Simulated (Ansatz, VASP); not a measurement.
**One calculation of N, two programs**

The input INCAR:

```
PREC     = Accurate       # precision mode
ENCUT    = 520            # plane-wave cutoff, eV
EDIFF    = 1E-6           # SCF threshold, eV
ISMEAR   = 0              # smearing method
SIGMA    = 0.05           # smearing width, eV
LREAL    = False          # projectors in reciprocal space
LASPH    = True           # aspherical terms in the spheres
NELM     = 100            # most SCF steps
ALGO     = Normal         # electronic algorithm
ISIF     = 2              # what is computed and relaxed
LWAVE    = False          # write WAVECAR
LCHARG   = False          # write CHGCAR
GGA      = PS             # functional
NBANDS   = 18             # bands
```

The input KPOINTS:

```
Automatic mesh
0
Gamma
  6 6 4
```

POSCAR

```
N
1.0
    4.0840619700      0.0000000000      0.0000000000
    0.0000000000      4.0840619700      0.0000000000
    0.0000000000      0.0000000000      5.3459132500
N
4
Direct
    0.9042752000      0.8675470600     -0.0280588167
    0.5957248000      0.4042752000      0.5000000000
    0.0957248000      0.0957248000      0.0000000000
    0.4042752000      0.5957248000      0.5000000000
```

Input for Ansatz:

```yaml
crystal:
  lattice:
    - [4.08406197, 0.0, 0.0]
    - [0.0, 4.08406197, 0.0]
    - [0.0, 0.0, 5.34591325]
  atoms:
    - { symbol: "N", position: [0.9042752, 0.86754706, -0.0280588167] }
    - { symbol: "N", position: [0.5957248, 0.4042752, 0.5] }
    - { symbol: "N", position: [0.0957248, 0.0957248, 0.0] }
    - { symbol: "N", position: [0.4042752, 0.5957248, 0.5] }
basis:
  ecutwfc: 420
kpoints:
  mp_grid: { grid: [6, 6, 4] }
hamiltonian:
  xc: pbesol
scf:
  occupations: { method: gaussian, width: 0.05 }
output:
  forces: true
  stress: true
  eigenvalues: true
```

Alike in both runs: task single point; functional PBEsol; k mesh 6 × 6 × 4; occupations gaussian, width 0.05 eV; no spin polarisation.

|  | VASP | Ansatz |
| --- | --- | --- |
| version | VASP 6.6.1 | Ansatz 0.2.0 |
| potentials or method | VASP PAW PBE potentials, release 64 (N), cutoff 520 eV | scalar-relativistic, plane waves, PAW |
| valence electrons in the cell | 20 | 20 |

```tsv
	VASP	Ansatz	Ansatz less VASP
gap on the k mesh at the Fermi level (eV)	5.88	5.91	+0.033
least direct gap on the mesh (eV)	6.12	6.16	+0.041
pressure (GPa)	-7.5	-8.7	-1.23
traceless stress, the component that is largest in VASP (GPa)	-12.94	-11.61	+1.330
rms of the force components (eV/Å)	4.636	4.774	+0.1381
```

VASP's potentials were made for PBE, not for PBEsol. Atom by atom the forces differ by 0.719 eV/Å (rms over components).

Noted on VASP's run: the standard files for N, O and F lose accuracy on very short bonds.
